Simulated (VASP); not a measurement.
Ir: relaxation of cell and atoms with PBE

Crystal: Ir.

```
CELL_PARAMETERS angstrom
2.55182 0.00000 0.00000
0.00000 2.55182 0.00000
0.00000 0.00000 2.55182
ATOMIC_POSITIONS crystal
Ir 0.00000 0.00000 0.00000
```

```
Program                : VASP 6.6.1
Task                   : relaxation of cell and atoms
Functional             : PBE
Potentials or basis    : VASP PAW PBE potentials, release 64 (Ir)
Cutoff                 : 600 eV
k mesh                 : 14 × 14 × 14
Occupations            : fermi-dirac, width 0.05 eV
Spin                   : no spin polarisation
Dipole correction      : no
Further INCAR settings : ALGO = Normal; EDIFF = 1e-07; IBRION = 2; EDIFFG = -0.005; NSW = 100; ISIF = 3
```

| Property | Result |
| --- | --- |
| Relaxed volume | 16.99 Å³/atom |
| Relaxed cell | a = 2.571 Å, b = 2.571 Å, c = 2.571 Å, α = 90.00°, β = 90.00°, γ = 90.00° |
| Space group after relaxing (to 0.05 Å) | Pm-3m (No. 221) |
| Energy gained by relaxing | 6.6 meV/atom |
| Ionic steps | 4 |
| Pressure after relaxing | 0.0 GPa |

Step by step:
| step | energy change (eV) | largest force (eV/Å) | pressure (GPa) | volume (Å³) |
| --- | --- | --- | --- | --- |
| 1 | 0.0000 | 0.0000 | 5.81 | 16.62 |
| 2 | 0.0429 | 0.0000 | -13.33 | 18.11 |
| 3 | -0.0066 | 0.0000 | -0.12 | 17.00 |
| 4 | -0.0066 | 0.0000 | -0.01 | 16.99 |

Final structure:
```
Ir
1.0
     2.57095    0.00000    0.00000
     0.00000    2.57095    0.00000
     0.00000    0.00000    2.57095
Ir
1
Cartesian
  0.0000 0.0000 0.0000
```

Levels at points of the mesh, in eV from the Fermi level:
```tsv
k point	band 1	band 2	band 3	band 4	band 5	band 6	band 7	band 8
(0.00, 0.00, 0.00)	-9.09	-5.93	-5.93	1.27	1.27	1.27	15.57	15.57
(0.50, 0.00, 0.00)	-6.14	-5.22	-1.45	-1.45	-0.89	1.54	5.85	16.34
(0.50, 0.50, 0.00)	-6.35	-4.68	-0.94	-0.94	3.31	4.51	4.51	11.25
(0.50, 0.50, 0.50)	-5.12	-5.12	-5.12	3.49	3.49	9.31	10.72	10.72
```

Run time: 26 s on 1 thread of AMD EPYC 7R13 Processor (Zen 3), on a shared host, peak memory 0.12 GiB.

Caveat: spin-orbit coupling is left out, which moves the levels of the heavy elements.
